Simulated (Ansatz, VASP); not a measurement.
NiO in VASP and in Ansatz

INCAR

```
PREC = Accurate ; ENCUT = 520
EDIFF = 1E-6 ; ISMEAR = 0
SIGMA = 0.15 ; LREAL = False
LASPH = True ; NELM = 150
ALGO = Normal ; ISIF = 2
LWAVE = False ; LCHARG = False
ISPIN = 2 ; MAGMOM = 1.61 0.33
LORBIT = 11 ; LMAXMIX = 4
GGA = PE ; NBANDS = 19
```

File KPOINTS:

```
regular mesh
0
Gamma
  22 22 22
```

File POSCAR:

```
NiO
1.0
    1.1065825647      2.7664564117      2.7664564117
    2.7664564117      1.1065825647      2.7664564117
    2.7664564117      2.7664564117      1.1065825647
Ni O
1 1
Direct
    0.0000000000      0.0000000000      0.0000000000
    0.5000000000      0.5000000000      0.5000000000
```

Input for Ansatz:

```yaml
crystal:
  lattice:
    - [1.1065825647, 2.7664564117, 2.7664564117]
    - [2.7664564117, 1.1065825647, 2.7664564117]
    - [2.7664564117, 2.7664564117, 1.1065825647]
  atoms:
    - { symbol: Ni, position: [0.0, 0.0, 0.0], spin: 1.61 }
    - { symbol: O, position: [0.5, 0.5, 0.5], spin: 0.33 }
basis:
  ecutwfc: 420
kpoints:
  mp_grid: { grid: [22, 22, 22] }
hamiltonian:
  xc: pbe
scf:
  occupations: { method: gaussian, width: 0.15 }
output:
  forces: true
  stress: true
  eigenvalues: true
  populations: true
magnetization:
  spin_polarized: true
```

Alike in both runs: task single point; functional PBE; k mesh 22 × 22 × 22; occupations gaussian, width 0.15 eV; collinear spin.

|  | VASP | Ansatz |
| --- | --- | --- |
| version | VASP 6.6.1 | Ansatz 0.2.0 |
| potentials or method | VASP PAW PBE potentials, release 64 (Ni, O), cutoff 520 eV | scalar-relativistic, plane waves, PAW |
| valence electrons in the cell | 16 | 24 |

Ansatz gave:

```
gap on the k mesh at the Fermi level (eV)                     : none
pressure (GPa)                                                : 9.6
traceless stress, the component that is largest in VASP (GPa) : -29.31
net moment per atom (μB)                                      : 0.94
size of the moment on the site where the two differ most (μB) : 0.87
```

Question: What did VASP give for the same quantities?

Answer: gap on the k mesh at the Fermi level (eV): none; pressure (GPa): 9.5; traceless stress, the component that is largest in VASP (GPa): -29.10; net moment per atom (μB): 0.94; size of the moment on the site where the two differ most (μB): 0.79.

Site moments also hang on the region over which each program counts them. A gap of «none» marks a metal or a gap that the smearing closes. The functional is the same, so the differences come from potentials, cutoffs and numerics. VASP's potentials hold 16 valence electrons a cell and Ansatz's 24, so a difference there can come from the potentials and not from the codes.
